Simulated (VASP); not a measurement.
# Mo16F (a cell with a defect) in VASP: single point with PBE+D3(BJ)

Aim: the single point of Mo16F (a cell with a defect) with PBE+D3(BJ).

All numbers are computed with VASP 6.6.1; they aren't measurements. Logs are shortened: lines on timing, memory, paths and dates and some standing lists are left out, and cuts for length are marked.

**1. The cell of the first run**

The cell holds a defect, 17 atoms: a = 6.300 Å, b = 6.300 Å, c = 6.300 Å, α = 90.00°, β = 90.00°, γ = 90.00°.

**2. Single point, PBE+D3(BJ)**

File INCAR:

```
SYSTEM = Mo16F
ALGO = Normal ; EDIFF = 1E-6
ENCUT = 520 ; GGA = PE
ISIF = 2 ; ISMEAR = -1
IVDW = 12 ; LASPH = .TRUE.
LCHARG = .TRUE. ; LELF = .TRUE.
LREAL = Auto ; LVHAR = .TRUE.
LWAVE = .FALSE. ; NBANDS = 130
NELM = 80 ; PREC = Accurate
SIGMA = 0.1
```

File KPOINTS:

```
k-points
0
G
  3 3 3
  0 0 0
```

File POSCAR:

```
Mo16F
1.0
    6.3000000000      0.0000000000      0.0000000000
    0.0000000000      6.3000000000      0.0000000000
    0.0000000000      0.0000000000      6.3000000000
Mo F
16 1
Direct
    0.0036269452      0.0003755810     -0.0037191283
    0.4948873145      0.0003759251     -0.0037740344
    0.0014701286      0.5004000677     -0.0003283686
    0.0006438960      0.0004406412      0.5038042324
    0.2492058322      0.2490432608      0.2475880316
    0.4971355714      0.5003873024     -0.0002641515
    0.4979409922      0.0004423342      0.5037743120
    0.7492166394      0.2203367083      0.2253033490
    0.0294088667      0.5004273385      0.5261157332
    0.2491964943      0.7517135812      0.2476044670
    0.2493052824      0.2460437159      0.7551067133
    0.4694829091      0.5004518217      0.5259015640
    0.7492066837      0.7802377218      0.2254842476
    0.7492807681      0.2482281652      0.7516630563
    0.2493073128      0.7547751797      0.7551491904
    0.7492803409      0.7525343217      0.7516485483
    0.7495354225      0.5002161337      0.3756771378
```

Potentials or basis: VASP PAW PBE potentials, release 64 (Mo_sv, F).

Command:

```sh
$ cat potpaw_PBE.64/Mo_sv/POTCAR potpaw_PBE.64/F/POTCAR > POTCAR
$ mpirun -np 1 vasp_std > vasp.out
```

OUTCAR:

```text
SYSTEM = Mo16F
   EDIFF = 1E-6
   ENCUT = 520
   GGA = PE
   ISIF = 2
   ISMEAR = -1
   IVDW = 12
   LASPH = .TRUE.
   LREAL = Auto
   NELM = 80
   PREC = Accurate
 IVDW          = 12

 ion  position               nearest neighbor table
   1  0.004  0.000  0.996-   8 2.56  13 2.56  15 2.66  11 2.66   5 2.71  10 2.71  14 2.72  16 2.72
                             2 3.09   4 3.10   3 3.15   3 3.15   4 3.20   2 3.21
   2  0.495  0.000  0.996-   8 2.56  13 2.56  15 2.66  11 2.66   5 2.71  10 2.71  14 2.72  16 2.72
                             1 3.09   7 3.10   6 3.15   6 3.15   7 3.20   1 3.21
   3  0.001  0.500  1.000-  15 2.72  11 2.72  10 2.72   5 2.72  16 2.74  14 2.74  13 2.77   8 2.77
                             9 2.99   6 3.12   1 3.15   1 3.15   6 3.18   9 3.32
   4  0.001  0.000  0.504-  11 2.71  15 2.71  14 2.72  16 2.72   8 2.74  13 2.74   5 2.74  10 2.74
                             1 3.10   7 3.13   9 3.16   9 3.16   7 3.17   1 3.20
   5  0.249  0.249  0.248-   1 2.71   2 2.71   3 2.72   6 2.72   9 2.74  12 2.74   4 2.74   7 2.74
                            11 3.10  10 3.13   8 3.16   8 3.16  10 3.17  11 3.20
   6  0.497  0.500  1.000-  11 2.72  15 2.72   5 2.72  10 2.72  14 2.74  16 2.74  13 2.77   8 2.77
                            12 2.99   3 3.12   2 3.15   2 3.15   3 3.18  12 3.32
   7  0.498  0.000  0.504-  11 2.71  15 2.71  14 2.72  16 2.72   8 2.74  13 2.74   5 2.74  10 2.74
                             2 3.10   4 3.13  12 3.16  12 3.16   4 3.17   2 3.20
   8  0.749  0.220  0.225-  17 2.00   2 2.56   1 2.56   7 2.74   4 2.74   6 2.77   3 2.77  13 2.77
                            14 2.99  12 3.13   9 3.13   5 3.16   5 3.16  14 3.32
   9  0.029  0.500  0.526-  17 2.00  11 2.56  15 2.56  10 2.74   5 2.74  16 2.77  14 2.77  12 2.77
                             3 2.99  13 3.13   8 3.13   4 3.16   4 3.16   3 3.32
  10  0.249  0.752  0.248-   1 2.71   2 2.71   3 2.72   6 2.72   9 2.74  12 2.74   4 2.74   7 2.74
                            15 3.10   5 3.13  13 3.16  13 3.16   5 3.17  15 3.20
  11  0.249  0.246  0.755-   9 2.56  12 2.56   2 2.66   1 2.66   4 2.71   7 2.71   3 2.72   6 2.72
                            15 3.09   5 3.10  14 3.15  14 3.15   5 3.20  15 3.21
  12  0.469  0.500  0.526-  17 2.00  15 2.56  11 2.56  10 2.74   5 2.74  16 2.77  14 2.77   9 2.77
                             6 2.99  13 3.13   8 3.13   7 3.16   7 3.16   6 3.32
  13  0.749  0.780  0.225-  17 2.00   2 2.56   1 2.56   7 2.74   4 2.74   6 2.77   3 2.77   8 2.77
                            16 2.99  12 3.13   9 3.13  10 3.16  10 3.16  16 3.32
  14  0.749  0.248  0.752-   2 2.72   1 2.72   4 2.72   7 2.72   3 2.74   6 2.74  12 2.77   9 2.77
                             8 2.99  16 3.12  11 3.15  11 3.15  16 3.18   8 3.32
  15  0.249  0.755  0.755-   9 2.56  12 2.56   2 2.66   1 2.66   4 2.71   7 2.71   3 2.72   6 2.72
                            11 3.09  10 3.10  16 3.15  16 3.15  10 3.20  11 3.21
  16  0.749  0.753  0.752-   2 2.72   1 2.72   4 2.72   7 2.72   3 2.74   6 2.74  12 2.77   9 2.77
                            13 2.99  14 3.12  15 3.15  15 3.15  14 3.18  13 3.32
  17  0.750  0.500  0.376-   8 2.00   9 2.00  13 2.00  12 2.00

  LATTYP: Found a simple cubic cell.
 ALAT       =     6.3000000000

  Lattice vectors:

 A1 = (   6.3000000000,   0.0000000000,   0.0000000000)
 A2 = (   0.0000000000,   6.3000000000,   0.0000000000)
 A3 = (   0.0000000000,   0.0000000000,   6.3000000000)

Analysis of symmetry for initial positions (statically):
=====================================================================
 Subroutine PRICEL returns:
 Original cell was already a primitive cell.

 Routine SETGRP: Setting up the symmetry group for a
 simple cubic supercell.

 Subroutine GETGRP returns: Found  1 space group operations
 (whereof  1 operations were pure point group operations)
 out of a pool of 48 trial point group operations.

The static configuration has the point symmetry C_1 .

Analysis of symmetry for dynamics (positions and initial velocities):
=====================================================================
 Subroutine PRICEL returns:
 Original cell was already a primitive cell.

 Routine SETGRP: Setting up the symmetry group for a
 simple cubic supercell.

 Subroutine GETGRP returns: Found  1 space group operations
 (whereof  1 operations were pure point group operations)
 out of a pool of 48 trial point group operations.

The dynamic configuration has the point symmetry C_1 .

 Subroutine INISYM returns: Found  1 space group operations
 (whereof  1 operations are pure point group operations),
 and found     1 'primitive' translations

----------------------------------------------------------------------------------------

                                     Primitive cell

[... 63 lines left out ...]

  Length of vectors
     0.052910053  0.052910053  0.052910053

  Shift w.r.t. Gamma in fractional coordinates (k-lattice)
     0.000000000  0.000000000  0.000000000

 Subroutine IBZKPT returns following result:
 ===========================================

 Found     14 irreducible k-points:

 Following reciprocal coordinates:
            Coordinates               Weight
  0.000000  0.000000  0.000000      1.000000
  0.333333  0.000000  0.000000      2.000000
  0.000000  0.333333  0.000000      2.000000
  0.000000  0.000000  0.333333      2.000000
  0.333333  0.333333  0.000000      2.000000
  0.000000  0.333333  0.333333      2.000000
  0.333333  0.000000  0.333333      2.000000
 -0.333333  0.333333  0.000000      2.000000
 -0.333333  0.000000  0.333333      2.000000
  0.000000 -0.333333  0.333333      2.000000
  0.333333  0.333333  0.333333      2.000000
 -0.333333  0.333333  0.333333      2.000000
 -0.333333 -0.333333  0.333333      2.000000
  0.333333 -0.333333  0.333333      2.000000
   k-points           NKPTS =     14   k-points in BZ     NKDIM =     14   number of bands    NBANDS=    130
   number of dos      NEDOS =    301   number of ions     NIONS =     17
   total plane-waves  NPLWV = 110592
   dimension x,y,z NGX =    48 NGY =   48 NGZ =   48
   dimension x,y,z NGXF=    96 NGYF=   96 NGZF=   96
   ions per type =              16   1
   NGX,Y,Z   is equivalent  to a cutoff of  12.67, 12.67, 12.67 a.u.
   NGXF,Y,Z  is equivalent  to a cutoff of  25.33, 25.33, 25.33 a.u.
 SYSTEM =  Mo16F
   PREC   = accura    normal or accurate (medium, high low for compatibility)
   ISTART =      0    job   : 0-new  1-cont  2-samecut
   ICHARG =      2    charge: 1-file 2-atom 10-const
   ISPIN  =      1    spin polarized calculation?
   LNONCOLLINEAR =      F non collinear calculations
   LSORBIT =      F    spin-orbit coupling
   LASPH  =      T    aspherical Exc in radial PAW
   ENCUT  =  520.0 eV  38.22 Ry    6.18 a.u.  11.71 11.71 11.71*2*pi/ulx,y,z
   NELM   =     80;   NELMIN=  2; NELMDL= -5     # of ELM steps
   EDIFF  = 0.1E-05   stopping-criterion for ELM
   LREAL  =      T    real-space projection
   EDIFFG = 0.1E-04   stopping-criterion for IOM
   NSW    =      0    number of steps for IOM
   IBRION =     -1    ionic relax: 0-MD 1-quasi-New 2-CG
   NFREE  =      0    steps in history (QN), initial steepest desc. (CG)
   ISIF   =      2    stress and relaxation
   ISYM   =      2    0-nonsym 1-usesym 2-fastsym
   POTIM  = 0.5000    time-step for ionic-motion
   TEBEG  =    0.0;   TEEND  =   0.0 temperature during run
   PSTRESS=    0.0 pullay stress
   NELECT =     231.0000    total number of electrons
   NUPDOWN=      -1.0000    fix difference up-down
   EMIN   =  10.00;   EMAX   =-10.00  energy-range for DOS
   EFERMI =   0.00;   METHOD = LEGACY
   ISMEAR =    -1;   SIGMA  =   0.10  broadening in eV -4-tet -1-fermi 0-gaus
   EFERMI_NEDOS =   21; number of points for ismear=-14 and -15
   IALGO  =     38    algorithm
   IMIX   =      4    mixing-type and parameters
     AMIX     =   0.40;   BMIX     =  1.00
     AMIX_MAG =   1.60;   BMIX_MAG =  1.00
  volume/ion in A,a.u.               =      14.71        99.26
  Fermi-wavevector in a.u.,A,eV,Ry     =   1.594428  3.013032 34.588744  2.542201
  Thomas-Fermi vector in A             =   2.692504
   LORBIT       =      0    0 simple, 1 ext, 2 COOP (PROOUT), +10 PAW based schemes
   GGA     = PE    functional components
   LHFCALC =     F    Hartree Fock is set to
   AEXX    =    0.0000 exact exchange contribution
   IVDW    =    12    specifies the selected vdW correction
   LEPSILON=     F    determine dielectric tensor
   LRPA    =     F    only Hartree local field effects (RPA)
 non-spin polarized calculation
  energy-cutoff  :      520.00
  volume of cell :      250.05
 maximum number of plane-waves:      6763
   NGX = 23   NGY = 23   NGZ = 23

 number of electron     230.9999995 magnetization

 Free energy of the ion-electron system (eV)
  ---------------------------------------------------
  ext. energy  EPLUGINS =         0.00000000
  ---------------------------------------------------
  free energy    TOTEN  =      -174.71232533 eV

  energy without entropy =     -174.38330388  energy(sigma->0) =     -174.54781460

 E-fermi :  12.8869     XC(G=0): -13.4981

 val. band max:       12.8405883127   @ k =   0.0000   0.0000   0.0000
 cond. band min:      12.9145671482   @ k =  -0.3333   0.0000   0.3333
 fundamental gap:      0.0739788354
 Fermi energy:        12.8868794802

 k-point     1 :       0.0000    0.0000    0.0000
  band No.  band energies     occupation
      1     -48.3795      2.00000
      2     -48.2485      2.00000
      3     -48.1558      2.00000
      4     -48.1557      2.00000
      5     -48.1026      2.00000
      6     -48.0683      2.00000
[... 1809 lines left out ...]
    126      14.2920      0.00000
    127      14.3552      0.00000
 [bands above 127 left out]

------------------------ aborting loop because EDIFF is reached ----------------------------------------

 Edisp (eV)  -11.71497

 E8    (eV) :    -5.4845

  FORCE on cell =-STRESS in cart. coord.  units (eV):
  Direction    XX          YY          ZZ          XY          YZ          ZX
  --------------------------------------------------------------------------------------
  -------------------------------------------------------------------------------------
  Total      12.11638    12.12642    14.31890    -0.00096     0.02024     0.02760
  in kB      77.63577    77.70011    91.74844    -0.00616     0.12970     0.17685
  external pressure =       82.36 kB  Pullay stress =        0.00 kB

 VOLUME and BASIS-vectors are now :
 -----------------------------------------------------------------------------
  energy-cutoff  :      520.00
  volume of cell :      250.05
      direct lattice vectors                 reciprocal lattice vectors
     6.300000000  0.000000000  0.000000000     0.158730159  0.000000000  0.000000000
     0.000000000  6.300000000  0.000000000     0.000000000  0.158730159  0.000000000
     0.000000000  0.000000000  6.300000000     0.000000000  0.000000000  0.158730159

 POSITION                                       TOTAL-FORCE (eV/Angst)
 -----------------------------------------------------------------------------------
      0.02285      0.00237      6.27657         0.007635     -0.001530     -0.010616
      3.11779      0.00237      6.27622        -0.008724     -0.001723     -0.007547
      0.00926      3.15252      6.29793        -0.020905      0.000084      0.007523
      0.00406      0.00278      3.17397         0.013599     -0.003643     -0.023518
      1.57000      1.56897      1.55980         0.005705     -0.015127      0.023008
      3.13195      3.15244      6.29834         0.016594      0.001115      0.000999
[... 9 lines left out ...]
      4.72047      4.74097      4.73539        -0.000528     -0.015392     -0.000081
      4.72207      3.15136      2.36677         0.002502      0.000903     -0.004244
 -----------------------------------------------------------------------------------
    total drift:                                0.006814     -0.000666     -0.005764

  FREE ENERGIE OF THE ION-ELECTRON SYSTEM (eV)
  ---------------------------------------------------
  free  energy   TOTEN  =      -186.4272915130 eV

  energy  without entropy=     -186.0982700612  energy(sigma->0) =     -186.26278079
```

Run time: 18 min. Hardware: 1 thread of Intel Xeon Platinum 8259CL at 2.50GHz (Skylake/Cascade Lake), shared host; peak memory 0.5 GiB.

Results:

```
Free energy                : -186.4273 eV
Pressure                   : 8.2 GPa
Largest force              : 0.058 eV/Å
Band gap on the k mesh     : zero (an odd number of electrons rules out a gap without spin polarisation)
Dispersion energy per atom : -0.689 eV
```

Forces on the atoms (eV/Å):
```
Mo   0.008 -0.002 -0.011
Mo  -0.009 -0.002 -0.008
Mo  -0.021  0.000  0.008
Mo   0.014 -0.004 -0.024
Mo   0.006 -0.015  0.023
Mo   0.017  0.001  0.001
Mo  -0.015 -0.003 -0.024
Mo   0.000 -0.048 -0.017
Mo   0.042  0.001  0.014
Mo   0.007  0.016  0.024
Mo   0.002 -0.010  0.012
Mo  -0.053 -0.001  0.020
Mo   0.000  0.054 -0.022
Mo   0.000  0.017 -0.002
Mo   0.001  0.011  0.009
Mo  -0.001 -0.015  0.000
F    0.003  0.001 -0.004
```

Levels at points of the mesh, in eV from the Fermi level:
```csv
k point,band 113,band 114,band 115,band 116,band 117,band 118
"(0.00, 0.00, 0.00)",-0.58,-0.05,-0.05,0.23,0.23,0.90
```

Caveat: an odd number of electrons without spin polarisation forces a metal; a magnetic or distorted state may lie lower.

The gap in the log of VASP goes by the Fermi energy; the results here count the filled bands.